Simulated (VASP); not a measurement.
Write the native input for VASP 6.6.1 that does the following.

```yaml
Task: single point
Functional: r2SCAN
Potentials_or_basis: VASP PAW PBE potentials, release 64 (Os)
Cutoff: 520 eV
k_mesh: 14 × 14 × 14
Occupations: fermi-dirac, width 0.1 eV
Spin: no spin polarisation
Dipole_correction: no
Further_INCAR_settings: ALGO = Normal; EDIFF = 1e-07; NBANDS = 10
```

Crystal: Os.

```
Os
1.0
     2.43352    0.00000    0.00000
     0.00000    2.43352    0.00000
     0.00000    0.00000    2.43352
Os
1
Direct
  0.00000 0.00000 0.00000
```

This isn't the form of Os at room conditions, which is hcp.

These files were run (other wordings do the same):

POSCAR

```
Os
1.0
    2.4335205363      0.0000000000      0.0000000000
    0.0000000000      2.4335205363      0.0000000000
    0.0000000000      0.0000000000      2.4335205363
Os
1
Direct
    0.0000000000      0.0000000000      0.0000000000
```

INCAR.step1

```
PREC = Accurate ; ENCUT = 520
ISMEAR = -1 ; SIGMA = 0.1
LREAL = F ; LASPH = T
NELM = 60 ; NBANDS = 10
GGA = PE ; ALGO = Normal
EDIFF = 1E-4 ; LWAVE = T
LCHARG = F
```

INCAR.step2

```
PREC = Accurate ; ENCUT = 520
EDIFF = 1E-7 ; ISMEAR = -1
SIGMA = 0.1 ; LREAL = F
LASPH = T ; NELM = 60
ALGO = Normal ; ISIF = 2
LWAVE = F ; LCHARG = T
METAGGA = R2SCAN ; LMIXTAU = T
LELF = T ; LVHAR = T
NBANDS = 10 ; ISTART = 1
```

KPOINTS

```
Automatic mesh
0
Gamma
  14 14 14
```

Potentials or basis: VASP PAW PBE potentials, release 64 (Os).

Launch:

```console
$ cat potpaw_PBE.64/Os/POTCAR > POTCAR
$ cp INCAR.step1 INCAR
$ mpirun -np 1 vasp_std > vasp.out
$ cp INCAR.step2 INCAR
$ mpirun -np 1 vasp_std > vasp.out
```

Results of the run:

The pressure is 52.4 GPa. The band gap on the k mesh is zero (bands 4 and 5 overlap by 7.63 eV).

Caveat: the cell stands under pressure; the PAW data sets were made with another functional, which shifts forces and pressure a little; spin-orbit coupling is left out, which moves the levels of the heavy elements.

Wall time 110 s on 1 thread of Intel Xeon 8259CL (shared host), peak memory 0.13 GiB.
